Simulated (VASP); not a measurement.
# Be (Fm-3m) in VASP: single point with PBE

Aim: the single point of Be with PBE.

Program: VASP 6.6.1. These are calculated values, not measurements. Logs are shortened: lines on timing, memory, paths and dates and some standing lists are left out, and cuts for length are marked.

## Step 1: The cell of the first run

Symmetry: Fm-3m, No. 225, cubic system. Conventional cell: a = 3.160 Å, b = 3.160 Å, c = 3.160 Å, α = 90.00°, β = 90.00°, γ = 90.00°. Be (site symmetry m-3m) has 12 Be at 2.23 Å within 3.0 Å.

This isn't the form of Be at room conditions, which is hcp.

## Step 2: Single point, PBE

INCAR

```
PREC = Accurate ; ENCUT = 520
EDIFF = 1E-7 ; ISMEAR = -1
SIGMA = 0.15 ; LREAL = F
LASPH = T ; NELM = 100
ALGO = Normal ; ISIF = 2
LWAVE = F ; LCHARG = F
GGA = PE ; NBANDS = 7
```

KPOINTS

```
regular mesh
0
Gamma
  32 32 32
```

POSCAR

```
Be
1.0
    0.0000000000      1.5800492021      1.5800492021
    1.5800492021      0.0000000000      1.5800492021
    1.5800492021      1.5800492021      0.0000000000
Be
1
Direct
    0.0000000000      0.0000000000      0.0000000000
```

Potentials or basis: VASP PAW PBE potentials, release 64 (Be).

On the command line:

```
$ cat potpaw_PBE.64/Be/POTCAR > POTCAR
$ mpirun -np 1 vasp_std > vasp.out
```

OUTCAR:

```text
PREC = Accurate
   ENCUT = 520
   EDIFF = 1E-7
   ISMEAR = -1
   LREAL = F
   LASPH = T
   NELM = 100
   ISIF = 2
   GGA = PE

 ion  position               nearest neighbor table
   1  0.000  0.000  0.000-

  LATTYP: Found a face centered cubic cell.
 ALAT       =     3.1600984042

  Lattice vectors:

 A1 = (   0.0000000000,   1.5800492021,   1.5800492021)
 A2 = (   1.5800492021,   0.0000000000,   1.5800492021)
 A3 = (   1.5800492021,   1.5800492021,   0.0000000000)

Analysis of symmetry for initial positions (statically):
=====================================================================
 Subroutine PRICEL returns:
 Original cell was already a primitive cell.

 Routine SETGRP: Setting up the symmetry group for a
 face centered cubic supercell.

 Subroutine GETGRP returns: Found 48 space group operations
 (whereof 48 operations were pure point group operations)
 out of a pool of 48 trial point group operations.

The static configuration has the point symmetry O_h .

Analysis of symmetry for dynamics (positions and initial velocities):
=====================================================================
 Subroutine PRICEL returns:
 Original cell was already a primitive cell.

 Routine SETGRP: Setting up the symmetry group for a
 face centered cubic supercell.

 Subroutine GETGRP returns: Found 48 space group operations
 (whereof 48 operations were pure point group operations)
 out of a pool of 48 trial point group operations.

The dynamic configuration has the point symmetry O_h .

 Subroutine INISYM returns: Found 48 space group operations
 (whereof 48 operations are pure point group operations),
 and found     1 'primitive' translations

----------------------------------------------------------------------------------------

                                     Primitive cell

  volume of cell :       7.8894

  direct lattice vectors                    reciprocal lattice vectors
     0.000000000  1.580049202  1.580049202    -0.316445842  0.316445842  0.316445842
     1.580049202  0.000000000  1.580049202     0.316445842 -0.316445842  0.316445842
     1.580049202  1.580049202  0.000000000     0.316445842  0.316445842 -0.316445842

  length of vectors
     2.234527011  2.234527011  2.234527011     0.548100276  0.548100276  0.548100276

  position of ions in fractional coordinates (direct lattice)
     0.000000000  0.000000000  0.000000000

  ion indices of the primitive-cell ions
   primitive index   ion index
                 1           1

----------------------------------------------------------------------------------------

 KPOINTS: regular mesh

Automatic generation of k-mesh.
 Grid dimensions read from file:
 generate k-points for:   32   32   32

 Generating k-lattice:

  Cartesian coordinates                     Fractional coordinates (reciprocal lattice)
    -0.009888933  0.009888933  0.009888933     0.031250000  0.000000000  0.000000000
     0.009888933 -0.009888933  0.009888933     0.000000000  0.031250000  0.000000000
     0.009888933  0.009888933 -0.009888933     0.000000000  0.000000000  0.031250000

  Length of vectors
     0.017128134  0.017128134  0.017128134

  Shift w.r.t. Gamma in fractional coordinates (k-lattice)
     0.000000000  0.000000000  0.000000000

 Subroutine IBZKPT returns following result:
 ===========================================

 Found    897 irreducible k-points:

 Following reciprocal coordinates:
            Coordinates               Weight
  0.000000  0.000000  0.000000      1.000000
  0.031250  0.000000  0.000000      8.000000
  0.062500  0.000000  0.000000      8.000000
  0.093750  0.000000  0.000000      8.000000
  0.125000  0.000000  0.000000      8.000000
  0.156250  0.000000  0.000000      8.000000
[... 16 lines left out ...]
  0.187500  0.031250  0.000000     24.000000
  0.218750  0.031250  0.000000     24.000000
 [... further k-points ...]
   k-points           NKPTS =    897   k-points in BZ     NKDIM =    897   number of bands    NBANDS=      7
   number of dos      NEDOS =    301   number of ions     NIONS =      1
   total plane-waves  NPLWV =   5832
   dimension x,y,z NGX =    18 NGY =   18 NGZ =   18
   dimension x,y,z NGXF=    36 NGYF=   36 NGZF=   36
   ions per type =               1
   NGX,Y,Z   is equivalent  to a cutoff of  13.39, 13.39, 13.39 a.u.
   NGXF,Y,Z  is equivalent  to a cutoff of  26.78, 26.78, 26.78 a.u.
 SYSTEM =  unknown system
   PREC   = accura    normal or accurate (medium, high low for compatibility)
   ISTART =      0    job   : 0-new  1-cont  2-samecut
   ICHARG =      2    charge: 1-file 2-atom 10-const
   ISPIN  =      1    spin polarized calculation?
   LNONCOLLINEAR =      F non collinear calculations
   LSORBIT =      F    spin-orbit coupling
   LASPH  =      T    aspherical Exc in radial PAW
   ENCUT  =  520.0 eV  38.22 Ry    6.18 a.u.   4.15  4.15  4.15*2*pi/ulx,y,z
   NELM   =    100;   NELMIN=  2; NELMDL= -5     # of ELM steps
   EDIFF  = 0.1E-06   stopping-criterion for ELM
   LREAL  =      F    real-space projection
   EDIFFG = 0.1E-05   stopping-criterion for IOM
   NSW    =      0    number of steps for IOM
   IBRION =     -1    ionic relax: 0-MD 1-quasi-New 2-CG
   NFREE  =      0    steps in history (QN), initial steepest desc. (CG)
   ISIF   =      2    stress and relaxation
   ISYM   =      2    0-nonsym 1-usesym 2-fastsym
   POTIM  = 0.5000    time-step for ionic-motion
   TEBEG  =    0.0;   TEEND  =   0.0 temperature during run
   PSTRESS=    0.0 pullay stress
   NELECT =       2.0000    total number of electrons
   NUPDOWN=      -1.0000    fix difference up-down
   EMIN   =  10.00;   EMAX   =-10.00  energy-range for DOS
   EFERMI =   0.00;   METHOD = LEGACY
   ISMEAR =    -1;   SIGMA  =   0.15  broadening in eV -4-tet -1-fermi 0-gaus
   EFERMI_NEDOS =   21; number of points for ismear=-14 and -15
   IALGO  =     38    algorithm
   IMIX   =      4    mixing-type and parameters
     AMIX     =   0.40;   BMIX     =  1.00
     AMIX_MAG =   1.60;   BMIX_MAG =  1.00
  volume/ion in A,a.u.               =       7.89        53.24
  Fermi-wavevector in a.u.,A,eV,Ry     =   1.036106  1.957957 14.606069  1.073516
  Thomas-Fermi vector in A             =   2.170481
   LORBIT       =      0    0 simple, 1 ext, 2 COOP (PROOUT), +10 PAW based schemes
   GGA     = PE    functional components
   LHFCALC =     F    Hartree Fock is set to
   AEXX    =    0.0000 exact exchange contribution
   IVDW    =     0    specifies the selected vdW correction
   LEPSILON=     F    determine dielectric tensor
   LRPA    =     F    only Hartree local field effects (RPA)
 non-spin polarized calculation
  energy-cutoff  :      520.00
  volume of cell :        7.89
 maximum number of plane-waves:       222
 NGX is ok and might be reduce to    18
   NGX =  9   NGY =  9   NGZ =  9

 number of electron       2.0000000 magnetization

 Free energy of the ion-electron system (eV)
  ---------------------------------------------------
  ext. energy  EPLUGINS =         0.00000000
  ---------------------------------------------------
  free energy    TOTEN  =        -3.69019628 eV

  energy without entropy =       -3.68177961  energy(sigma->0) =       -3.68598794

 E-fermi :   7.4455     XC(G=0): -10.6171

 val. band max:        7.4312182333   @ k =  -0.3125   0.4062   0.0938
 cond. band min:       7.4727476534   @ k =  -0.3750   0.3438   0.0000
 fundamental gap:      0.0415294201
 Fermi energy:         7.4454893681

 k-point     1 :       0.0000    0.0000    0.0000
  band No.  band energies     occupation
      1      -4.3242      2.00000
      2      26.9496      0.00000
      3      26.9496      0.00000
      4      26.9496      0.00000
      5      36.6175      0.00000
      6      36.6175      0.00000
      7      36.6175      0.00000

 k-point     2 :       0.0312    0.0000    0.0000
  band No.  band energies     occupation
      1      -4.2919      2.00000
      2      26.6846      0.00000
      3      26.8923      0.00000
      4      26.8923      0.00000
      5      36.0508      0.00000
      6      36.7277      0.00000
      7      36.7277      0.00000

 k-point     3 :       0.0625    0.0000    0.0000
  band No.  band energies     occupation
      1      -4.1948      2.00000
      2      25.9180      0.00000
      3      26.7304      0.00000
      4      26.7304      0.00000
      5      35.3228      0.00000
      6      37.0404      0.00000
      7      37.0404      0.00000

 k-point     4 :       0.0938    0.0000    0.0000
  band No.  band energies     occupation
      1      -4.0329      2.00000
      2      24.7422      0.00000
      3      26.4886      0.00000
      4      26.4886      0.00000
      5      34.9077      0.00000
      6      37.4999      0.00000
      7      37.4999      0.00000

 k-point     5 :       0.1250    0.0000    0.0000
  band No.  band energies     occupation
      1      -3.8064      2.00000
      2      23.2922      0.00000
      3      26.1971      0.00000
      4      26.1971      0.00000
      5      34.7992      0.00000
      6      38.0031      0.00000
      7      38.0031      0.00000

 k-point     6 :       0.1562    0.0000    0.0000
  band No.  band energies     occupation
      1      -3.5153      2.00000
      2      21.6912      0.00000
      3      25.8834      0.00000
      4      25.8834      0.00000
      5      34.9218      0.00000
      6      38.3696      0.00000
      7      38.3696      0.00000

 k-point     7 :       0.1875    0.0000    0.0000
  band No.  band energies     occupation
      1      -3.1598      2.00000
      2      20.0262      0.00000
      3      25.5695      0.00000
      4      25.5695      0.00000
      5      35.2069      0.00000
      6      38.3729      0.00000
      7      38.3729      0.00000

 k-point     8 :       0.2188    0.0000    0.0000
  band No.  band energies     occupation
      1      -2.7408      2.00000
      2      18.3524      0.00000
      3      25.2707      0.00000
      4      25.2707      0.00000
      5      35.5964      0.00000
      6      37.9634      0.00000
      7      37.9634      0.00000

 k-point     9 :       0.2500    0.0000    0.0000
  band No.  band energies     occupation
      1      -2.2594      2.00000
      2      16.7046      0.00000
      3      24.9976      0.00000
      4      24.9976      0.00000
      5      36.0231      0.00000
      6      37.3179      0.00000
      7      37.3179      0.00000

 k-point    10 :       0.2812    0.0000    0.0000
  band No.  band energies     occupation
      1      -1.7177      2.00000
      2      15.1063      0.00000
      3      24.7563      0.00000
      4      24.7563      0.00000
      5      36.3740      0.00000
      6      36.6044      0.00000
      7      36.6044      0.00000

 k-point    11 :       0.3125    0.0000    0.0000
  band No.  band energies     occupation
      1      -1.1199      2.00000
      2      13.5750      0.00000
      3      24.5501      0.00000
      4      24.5501      0.00000
      5      35.9131      0.00000
      6      35.9131      0.00000
      7      36.4837      0.00000
[... 51 lines left out ...]
 k-point    17 :       0.5000    0.0000    0.0000
  band No.  band energies     occupation
      1       2.2568      2.00000
      2       7.5454      0.67889
      3      24.0179      0.00000
      4      24.0179      0.00000
      5      33.7631      0.00000
      6      33.7631      0.00000
      7      35.4394      0.00000

 k-point    18 :       0.0312    0.0312    0.0000
  band No.  band energies     occupation
      1      -4.2811      2.00000
      2      26.7031      0.00000
      3      26.7031      0.00000
      4      26.9489      0.00000
      5      35.6264      0.00000
      6      36.9385      0.00000
      7      36.9385      0.00000

 k-point    19 :       0.0625    0.0312    0.0000
  band No.  band energies     occupation
      1      -4.2055      2.00000
      2      26.1623      0.00000
      3      26.4258      0.00000
      4      26.9424      0.00000
      5      34.9282      0.00000
      6      37.1981      0.00000
      7      37.3383      0.00000

 k-point    20 :       0.0938    0.0312    0.0000
  band No.  band energies     occupation
      1      -4.0652      2.00000
      2      25.1402      0.00000
      3      26.0912      0.00000
      4      26.8549      0.00000
      5      34.4895      0.00000
      6      37.4906      0.00000
      7      37.8711      0.00000

 k-point    21 :       0.1250    0.0312    0.0000
  band No.  band energies     occupation
      1      -3.8602      2.00000
      2      23.7855      0.00000
      3      25.7300      0.00000
      4      26.6778      0.00000
      5      34.3574      0.00000
      6      37.8538      0.00000
      7      38.4480      0.00000

 k-point    22 :       0.1562    0.0312    0.0000
  band No.  band energies     occupation
      1      -3.5905      2.00000
      2      22.2346      0.00000
      3      25.3669      0.00000
      4      26.4369      0.00000
      5      34.4634      0.00000
      6      38.1254      0.00000
      7      38.9231      0.00000

 k-point    23 :       0.1875    0.0313    0.0000
  band No.  band energies     occupation
      1      -3.2563      2.00000
      2      20.5902      0.00000
      3      25.0209      0.00000
      4      26.1597      0.00000
      5      34.7220      0.00000
      6      38.0026      0.00000
      7      39.0915      0.00000

 k-point    24 :       0.2188    0.0312    0.0000
  band No.  band energies     occupation
      1      -2.8582      2.00000
      2      18.9189      0.00000
      3      24.7050      0.00000
      4      25.8681      0.00000
      5      35.0357      0.00000
      6      37.5092      0.00000
      7      38.8347      0.00000

 [... further k-points ...]
[... 5 lines left out ...]
  --------------------------------------------------------------------------------------
  -------------------------------------------------------------------------------------
  Total        0.0070799      0.0070799      0.0070799     -0.0000000      0.0000000      0.0000000
  in kB        1.4377963      1.4377963      1.4377963     -0.0000000      0.0000000      0.0000000
  external PRESSURE =       1.4377963 kB  Pullay stress =       0.0000000 kB

 VOLUME and BASIS-vectors are now :
 -----------------------------------------------------------------------------
  energy-cutoff  :      520.00
  volume of cell :        7.89
      direct lattice vectors                 reciprocal lattice vectors
     0.000000000  1.580049202  1.580049202    -0.316445842  0.316445842  0.316445842
     1.580049202  0.000000000  1.580049202     0.316445842 -0.316445842  0.316445842
     1.580049202  1.580049202  0.000000000     0.316445842  0.316445842 -0.316445842

 POSITION                                       TOTAL-FORCE (eV/Angst)
 -----------------------------------------------------------------------------------
      0.00000      0.00000      0.00000         0.000000      0.000000      0.000000
 -----------------------------------------------------------------------------------
    total drift:                                0.000000      0.000000     -0.000000

  FREE ENERGIE OF THE ION-ELECTRON SYSTEM (eV)
  ---------------------------------------------------
  free  energy   TOTEN  =        -3.6901962796 eV

  energy  without entropy=       -3.6817796095  energy(sigma->0) =       -3.68598794
```

Run time: 49 s. Hardware: 1 thread of Intel Xeon Platinum 8259CL at 2.50GHz (Skylake/Cascade Lake), shared host; peak memory 0.15 GiB.

What came out:

```yaml
Free_energy: -3.6902 eV
Pressure: 0.1 GPa
Band_gap_on_the_k_mesh: zero (bands 1 and 2 overlap by 1.29 eV)
```

The gap in the log of VASP goes by the Fermi energy; the results here count the filled bands.